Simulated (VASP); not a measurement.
# NbAs (I4_1md) in VASP: a series of runs

The runs below take NbAs through relaxation of cell and atoms, with PBEsol+D3(BJ), PBE.

Program: VASP 6.6.1. These are calculated values, not measurements. Logs are shortened: lines on timing, memory, paths and dates and some standing lists are left out, and cuts for length are marked.

**1. The cell of the first run**

It takes space group I4_1md (No. 109, tetragonal). The conventional cell has a = 3.452 Å, b = 3.452 Å, c = 11.680 Å, α = 90.00°, β = 90.00°, γ = 90.00°. Nb (site symmetry 2mm) has 6 As at 2.60 to 2.63 Å and 8 Nb at 3.39 to 3.45 Å within 3.5 Å. Within 3.5 Å of As (site symmetry 2mm) lie 6 Nb at 2.60 to 2.63 Å and 8 As at 3.39 to 3.45 Å.

**2. Relaxation of cell and atoms, PBEsol+D3(BJ)**

INCAR reads:

```
SYSTEM = NbAs
PREC     = Accurate       ! precision mode
ENCUT    = 600            ! plane-wave cutoff, eV
EDIFF    = 1E-6           ! SCF threshold, eV
ISMEAR   = -1             ! smearing method
SIGMA    = 0.05           ! smearing width, eV
LREAL    = .False.        ! projectors in reciprocal space
LASPH    = .True.         ! aspherical terms in the spheres
NELM     = 80             ! most SCF steps
ALGO     = Normal         ! electronic algorithm
ISIF     = 3              ! what is computed and relaxed
LWAVE    = .False.        ! write WAVECAR
LCHARG   = .False.        ! write CHGCAR
GGA      = PS             ! functional
IVDW     = 12             ! dispersion correction
IBRION   = 2              ! ionic algorithm
NSW      = 60             ! ionic steps
EDIFFG   = -0.01          ! ionic threshold
```

KPOINTS reads:

```
Automatic mesh
0
Gamma
  11 11 11
  0 0 0
```

POSCAR reads:

```
NbAs
1.0
   -1.7258500000      1.7258500000      5.8400000000
    1.7258500000     -1.7258500000      5.8400000000
    1.7258500000      1.7258500000     -5.8400000000
Nb As
2 2
Direct
    0.5000000000      0.0000000000      0.5000000000
    0.7500000000      0.7500000000      0.0000000000
    0.9160000000      0.4160000000      0.5000000000
    0.1660000000      0.1660000000      0.0000000000
```

Potentials or basis: VASP PAW PBE potentials, release 64 (Nb_sv, As).

On the command line:

```
> cat potpaw_PBE.64/Nb_sv/POTCAR potpaw_PBE.64/As/POTCAR > POTCAR
> mpirun -np 1 vasp_std > vasp.out
```

OUTCAR:

```text
SYSTEM = NbAs
   PREC = Accurate
   ENCUT = 600
   EDIFF = 1E-6
   ISMEAR = -1
   LREAL = .False.
   LASPH = .True.
   NELM = 80
   ISIF = 3
   GGA = PS
   IVDW = 12
   IBRION = 2
   NSW = 60
   EDIFFG = -0.01
 IVDW          = 12

 ion  position               nearest neighbor table
   1  0.500  0.000  0.500-   4 2.60   4 2.60   3 2.63   3 2.63   3 2.63   3 2.63
   2  0.750  0.750  0.000-   3 2.60   3 2.60   4 2.63   4 2.63   4 2.63   4 2.63
   3  0.916  0.416  0.500-   2 2.60   2 2.60   1 2.63   1 2.63   1 2.63   1 2.63
   4  0.166  0.166  0.000-   1 2.60   1 2.60   2 2.63   2 2.63   2 2.63   2 2.63

  LATTYP: Found a body centered tetragonal cell.
 ALAT       =     3.4517000000
 C/A-ratio  =     3.3838398470

  Lattice vectors:

 A1 = (  -1.7258500000,   1.7258500000,   5.8400000000)
 A2 = (   1.7258500000,  -1.7258500000,   5.8400000000)
 A3 = (   1.7258500000,   1.7258500000,  -5.8400000000)

Analysis of symmetry for initial positions (statically):
=====================================================================
 Subroutine PRICEL returns:
 Original cell was already a primitive cell.

 Routine SETGRP: Setting up the symmetry group for a
 body centered tetragonal supercell.

 Subroutine GETGRP returns: Found  8 space group operations
 (whereof  4 operations were pure point group operations)
 out of a pool of 16 trial point group operations.

The static configuration has the point symmetry C_2v.
 The point group associated with its full space group is C_4v.

Analysis of symmetry for dynamics (positions and initial velocities):
=====================================================================
 Subroutine PRICEL returns:
 Original cell was already a primitive cell.

 Routine SETGRP: Setting up the symmetry group for a
 body centered tetragonal supercell.

 Subroutine GETGRP returns: Found  8 space group operations
 (whereof  4 operations were pure point group operations)
 out of a pool of 16 trial point group operations.

The dynamic configuration has the point symmetry C_2v.
 The point group associated with its full space group is C_4v.

 Subroutine INISYM returns: Found  8 space group operations
 (whereof  4 operations are pure point group operations),
 and found     1 'primitive' translations

----------------------------------------------------------------------------------------

                                     Primitive cell

  volume of cell :      69.5791

  direct lattice vectors                    reciprocal lattice vectors
    -1.725850000  1.725850000  5.840000000     0.000000000  0.289712316  0.085616438
     1.725850000 -1.725850000  5.840000000     0.289712316  0.000000000  0.085616438
     1.725850000  1.725850000 -5.840000000     0.289712316  0.289712316  0.000000000

  length of vectors
     6.329511549  6.329511549  6.329511549     0.302098329  0.302098329  0.409715086

  position of ions in fractional coordinates (direct lattice)
     0.500000000  0.000000000  0.500000000
     0.750000000  0.750000000  0.000000000
     0.916000000  0.416000000  0.500000000
     0.166000000  0.166000000  0.000000000

  ion indices of the primitive-cell ions
   primitive index   ion index
                 1           1
                 2           2
                 3           3
                 4           4

----------------------------------------------------------------------------------------

 KPOINTS: Automatic mesh

Automatic generation of k-mesh.
 Grid dimensions read from file:
 generate k-points for:   11   11   11

 Generating k-lattice:

  Cartesian coordinates                     Fractional coordinates (reciprocal lattice)
     0.000000000  0.026337483  0.007783313     0.090909091 -0.000000000  0.000000000
     0.026337483  0.000000000  0.007783313    -0.000000000  0.090909091  0.000000000
     0.026337483  0.026337483  0.000000000     0.000000000  0.000000000  0.090909091

  Length of vectors
     0.027463484  0.027463484  0.037246826

  Shift w.r.t. Gamma in fractional coordinates (k-lattice)
     0.000000000  0.000000000  0.000000000

 Subroutine IBZKPT returns following result:
 ===========================================

 Found    126 irreducible k-points:

 Following reciprocal coordinates:
            Coordinates               Weight
  0.000000  0.000000  0.000000      1.000000
  0.090909 -0.000000  0.000000      8.000000
  0.181818 -0.000000  0.000000      8.000000
  0.272727 -0.000000  0.000000      8.000000
  0.363636 -0.000000  0.000000      8.000000
  0.454545 -0.000000  0.000000      8.000000
[... 16 lines left out ...]
 -0.272727  0.181818 -0.000000     16.000000
 -0.181818  0.181818  0.000000      4.000000
 [... further k-points ...]
   k-points           NKPTS =    126   k-points in BZ     NKDIM =    126   number of bands    NBANDS=     22
   number of dos      NEDOS =    301   number of ions     NIONS =      4
   total plane-waves  NPLWV = 157464
   dimension x,y,z NGX =    54 NGY =   54 NGZ =   54
   dimension x,y,z NGXF=   108 NGYF=  108 NGZF=  108
   ions per type =               2   2
   NGX,Y,Z   is equivalent  to a cutoff of  14.18, 14.18, 14.18 a.u.
   NGXF,Y,Z  is equivalent  to a cutoff of  28.37, 28.37, 28.37 a.u.
 SYSTEM =  NbAs
   PREC   = accura    normal or accurate (medium, high low for compatibility)
   ISTART =      0    job   : 0-new  1-cont  2-samecut
   ICHARG =      2    charge: 1-file 2-atom 10-const
   ISPIN  =      1    spin polarized calculation?
   LNONCOLLINEAR =      F non collinear calculations
   LSORBIT =      F    spin-orbit coupling
   LASPH  =      T    aspherical Exc in radial PAW
   ENCUT  =  600.0 eV  44.10 Ry    6.64 a.u.  12.64 12.64 12.64*2*pi/ulx,y,z
   NELM   =     80;   NELMIN=  2; NELMDL= -5     # of ELM steps
   EDIFF  = 0.1E-05   stopping-criterion for ELM
   LREAL  =      F    real-space projection
   EDIFFG = -.1E-01   stopping-criterion for IOM
   NSW    =     60    number of steps for IOM
   IBRION =      2    ionic relax: 0-MD 1-quasi-New 2-CG
   NFREE  =      1    steps in history (QN), initial steepest desc. (CG)
   ISIF   =      3    stress and relaxation
   ISYM   =      2    0-nonsym 1-usesym 2-fastsym
   POTIM  = 0.5000    time-step for ionic-motion
   TEBEG  =    0.0;   TEEND  =   0.0 temperature during run
   PSTRESS=    0.0 pullay stress
   NELECT =      36.0000    total number of electrons
   NUPDOWN=      -1.0000    fix difference up-down
   EMIN   =  10.00;   EMAX   =-10.00  energy-range for DOS
   EFERMI =   0.00;   METHOD = LEGACY
   ISMEAR =    -1;   SIGMA  =   0.05  broadening in eV -4-tet -1-fermi 0-gaus
   EFERMI_NEDOS =   21; number of points for ismear=-14 and -15
   IALGO  =     38    algorithm
   IMIX   =      4    mixing-type and parameters
     AMIX     =   0.40;   BMIX     =  1.00
     AMIX_MAG =   1.60;   BMIX_MAG =  1.00
  volume/ion in A,a.u.               =      17.39       117.39
  Fermi-wavevector in a.u.,A,eV,Ry     =   1.314264  2.483599 23.501213  1.727290
  Thomas-Fermi vector in A             =   2.444529
   LORBIT       =      0    0 simple, 1 ext, 2 COOP (PROOUT), +10 PAW based schemes
   GGA     = PS    functional components
   LHFCALC =     F    Hartree Fock is set to
   AEXX    =    0.0000 exact exchange contribution
   IVDW    =    12    specifies the selected vdW correction
   LEPSILON=     F    determine dielectric tensor
   LRPA    =     F    only Hartree local field effects (RPA)
 conjugate gradient relaxation of ions
 non-spin polarized calculation
  energy-cutoff  :      600.00
  volume of cell :       69.58
 maximum number of plane-waves:      2341
 NGX is ok and might be reduce to    54
   NGX = 25   NGY = 25   NGZ = 25

--------------------------------------- Ionic step        1  -------------------------------------------

 number of electron      36.0000000 magnetization

 Free energy of the ion-electron system (eV)
  ---------------------------------------------------
  ext. energy  EPLUGINS =         0.00000000
  ---------------------------------------------------
  free energy    TOTEN  =       -35.10984511 eV

  energy without entropy =      -35.10369479  energy(sigma->0) =      -35.10676995

 E-fermi :   9.5066     XC(G=0): -11.9628

 val. band max:        9.4804388247   @ k =  -0.0909   0.4545   0.0909
 cond. band min:       9.5107555326   @ k =  -0.1818  -0.4545   0.1818
 fundamental gap:      0.0303167079
 Fermi energy:         9.5065580433

 k-point     1 :       0.0000    0.0000    0.0000
  band No.  band energies     occupation
      1     -45.5155      2.00000
      2     -45.4867      2.00000
      3     -21.7641      2.00000
      4     -21.6538      2.00000
      5     -21.6538      2.00000
      6     -21.4924      2.00000
[... 574 lines left out ...]
      6     -21.5497      2.00000
[... 14 lines left out ...]
     21      11.5500      0.00000
     22      12.1504      0.00000

 [... further k-points ...]

------------------------ aborting loop because EDIFF is reached ----------------------------------------

 Edisp (eV)   -2.43267

 E8    (eV) :    -1.6589

  FORCE on cell =-STRESS in cart. coord.  units (eV):
  Direction    XX          YY          ZZ          XY          YZ          ZX
  --------------------------------------------------------------------------------------
  -------------------------------------------------------------------------------------
  Total      -3.57198    -3.57198    -3.14551     0.00000     0.00000     0.00000
  in kB     -82.25096   -82.25096   -72.43067     0.00000     0.00000     0.00000
  external pressure =      -78.98 kB  Pullay stress =        0.00 kB
[... 103 lines left out ...]
  FREE ENERGIE OF THE ION-ELECTRON SYSTEM (eV)
  ---------------------------------------------------
  free  energy   TOTEN  =       -37.6258989987 eV

  energy  without entropy=      -37.6200054664  energy(sigma->0) =      -37.62295223

[... ionic steps 4 to 7 ...]

--------------------------------------- Ionic step        8  -------------------------------------------

 number of electron      36.0000000 magnetization

------------------------ aborting loop because EDIFF is reached ----------------------------------------

 Edisp (eV)   -2.54982

 E8    (eV) :    -1.7390
[... 73 lines left out ...]
  energy  without entropy=      -37.6273969969  energy(sigma->0) =      -37.63027360

--------------------------------------- Ionic step       10  -------------------------------------------

 number of electron      36.0000000 magnetization

 Free energy of the ion-electron system (eV)
  ---------------------------------------------------
  ext. energy  EPLUGINS =         0.00000000
  ---------------------------------------------------
  free energy    TOTEN  =       -35.08153442 eV

  energy without entropy =      -35.07577976  energy(sigma->0) =      -35.07865709

 E-fermi :  10.1099     XC(G=0): -12.1943

 val. band max:       10.0960755971   @ k =   0.4545  -0.0000   0.0000
 cond. band min:      10.1319657757   @ k =  -0.1818   0.2727   0.1818
 fundamental gap:      0.0358901785
 Fermi energy:        10.1099458054

 k-point     1 :       0.0000    0.0000    0.0000
  band No.  band energies     occupation
      1     -44.7972      2.00000
      2     -44.7590      2.00000
      3     -21.1010      2.00000
      4     -20.9574      2.00000
      5     -20.9574      2.00000
      6     -20.7895      2.00000
[... 574 lines left out ...]
      6     -20.8564      2.00000
[... 14 lines left out ...]
     21      12.3210      0.00000
     22      12.9243      0.00000

 [... further k-points ...]

------------------------ aborting loop because EDIFF is reached ----------------------------------------

 Edisp (eV)   -2.55167

 E8    (eV) :    -1.7403

  FORCE on cell =-STRESS in cart. coord.  units (eV):
  Direction    XX          YY          ZZ          XY          YZ          ZX
  --------------------------------------------------------------------------------------
  -------------------------------------------------------------------------------------
  Total      -0.00151    -0.00151    -0.00296     0.00000     0.00000     0.00000
  in kB      -0.03640    -0.03640    -0.07139     0.00000     0.00000     0.00000
  external pressure =       -0.05 kB  Pullay stress =        0.00 kB
[... 19 lines left out ...]
  FREE ENERGIE OF THE ION-ELECTRON SYSTEM (eV)
  ---------------------------------------------------
  free  energy   TOTEN  =       -37.6332009852 eV

  energy  without entropy=      -37.6274463241  energy(sigma->0) =      -37.63032365

 reached required accuracy - stopping structural energy minimisation
```

Wall time 45 min (1 thread of Intel Xeon 6975P-C (Granite Rapids), shared host); peak memory 0.57 GiB.

Results:

| Quantity | Value |
| --- | --- |
| Free energy | -37.6332 eV |
| Relaxed volume | 16.60 Å³/atom |
| Relaxed cell | a = 6.196 Å, b = 6.196 Å, c = 6.196 Å, α = 148.05°, β = 148.05°, γ = 45.81° |
| Space group after relaxing (to 0.1 Å) | I4_1md (No. 109) |
| Energy gained by relaxing | 22.7 meV/atom |
| Ionic steps | 10 |
| Pressure after relaxing | 0.0 GPa |
| Band gap on the k mesh | 0.04 eV (least direct gap 0.06 eV) |
| Dispersion energy per atom | -0.638 eV |

Forces on the atoms (eV/Å):
```
Nb   0.000  0.000 -0.002
Nb   0.000  0.000 -0.002
As   0.000  0.000  0.002
As   0.000  0.000  0.002
```

Step by step:
| step | energy change (eV) | largest force (eV/Å) | pressure (GPa) | volume (Å³) |
| --- | --- | --- | --- | --- |
| 1 | 0.0000 | 0.2897 | -7.90 | 69.58 |
| 2 | 0.2026 | 0.0062 | 18.98 | 61.30 |
| 3 | -0.0834 | 0.2178 | -0.05 | 66.53 |
| 4 | -0.0834 | 0.2153 | 0.20 | 66.45 |
| 5 | -0.0890 | 0.0162 | 0.03 | 66.46 |
| 6 | -0.0893 | 0.0398 | -0.02 | 66.46 |
| 7 | -0.0907 | 0.0007 | -0.13 | 66.44 |
| 8 | -0.0907 | 0.0017 | -0.13 | 66.44 |
| 9 | -0.0906 | 0.0029 | 0.22 | 66.32 |
| 10 | -0.0907 | 0.0022 | 0.00 | 66.40 |

Final structure:
```
CELL_PARAMETERS angstrom
-1.70536 1.70536 5.70763
1.70536 -1.70536 5.70763
1.70536 1.70536 -5.70763
ATOMIC_POSITIONS crystal
Nb 0.49845 0.99845 0.50000
Nb 0.74845 0.74845 0.00000
As 0.91755 0.41755 0.50000
As 0.16755 0.16755 0.00000
```

Caveat: the PAW data sets were made with another functional, which shifts forces and pressure a little. A k mesh can miss the band edges.

[end of part 1 of 2]
